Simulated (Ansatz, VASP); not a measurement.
# Pt: VASP beside Ansatz

```
Pt
1.0
     0.00000    1.96090    1.96090
     1.96090    0.00000    1.96090
     1.96090    1.96090    0.00000
Pt
1
Direct
  0.00000 0.00000 0.00000
```

Alike in both runs: task relaxation of cell and atoms; functional RPBE; dispersion D4; k mesh 12 × 12 × 12; occupations fermi-dirac, width 0.05 eV; no spin polarisation.

|  | VASP | Ansatz |
| --- | --- | --- |
| version | VASP 6.6.1 | Ansatz 0.2.0 |
| potentials or method | VASP PAW PBE potentials, release 64 (Pt), cutoff 600 eV | all-electron LAPW, scalar-relativistic |

```tsv
	VASP	Ansatz	Ansatz less VASP
relaxed volume (Å³/atom)	15.05	15.08	+0.027
relaxed cell length with the largest relative difference (Å)	2.771	2.773	+0.0017
```

VASP's potentials were made for PBE, not for RPBE. Ansatz ran all-electron here, and VASP with PAW potentials.

Neither program's run includes spin-orbit coupling.
